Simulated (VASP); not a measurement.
Runs of VASP 6.6.1 on SnTe. The structure is that of space group P-6m2 (No. 187), or close to it. The cells are those of the table. The cell was built from a structure type or drawn by symmetry, and may not be a known phase.

| task | cell | k mesh | cutoff (eV) | gap on the mesh (eV) | pressure (GPa) | relaxed volume (Å³/atom) |
| --- | --- | --- | --- | --- | --- | --- |
| single point | a = 4.194, b = 4.194, c = 4.173 Å, angles 90.0, 90.0, 120.0°, 2 atoms | 6 × 6 × 4 | 520 | none | 0.2 | - |
| single point | a = 4.275, b = 4.275, c = 4.163 Å, angles 90.0, 90.0, 120.0°, 2 atoms | 18 × 18 × 14 | 520 | none | 0.0 | - |
| relaxation of cell and atoms | relaxed from a = 3.916, b = 3.916, c = 3.819 Å, angles 90.0, 90.0, 120.0°, 2 atoms | 6 × 6 × 4 | 600 | none | 0.1 | 31.92 |
| relaxation of cell and atoms | relaxed from a = 4.194, b = 4.194, c = 4.173 Å, angles 90.0, 90.0, 120.0°, 2 atoms | 18 × 18 × 14 | 600 | none | 0.0 | (a) |
| single point | a = 3.916, b = 3.916, c = 3.819 Å, angles 90.0, 90.0, 120.0°, 2 atoms | 6 × 6 × 4 | 520 | none | 17.9 | - |

Alike in all rows: level PBE; potentials or basis VASP PAW PBE potentials, release 64 (Sn_d, Te); no spin polarisation; smearing gaussian 0.1 eV.

Task: Fill in the values left out.

Result: (a) 32.98.

Caveats: some runs use coarse meshes; spin-orbit coupling is left out, which moves the levels of the heavy elements; the volume moved by over 15 % at a fixed basis, so the end points are rough (at least some runs).

A k mesh can miss the band edges, and the runs leave out spin-orbit coupling on Sn, Te.

A gap of «none» marks levels without a gap at the run's occupations.
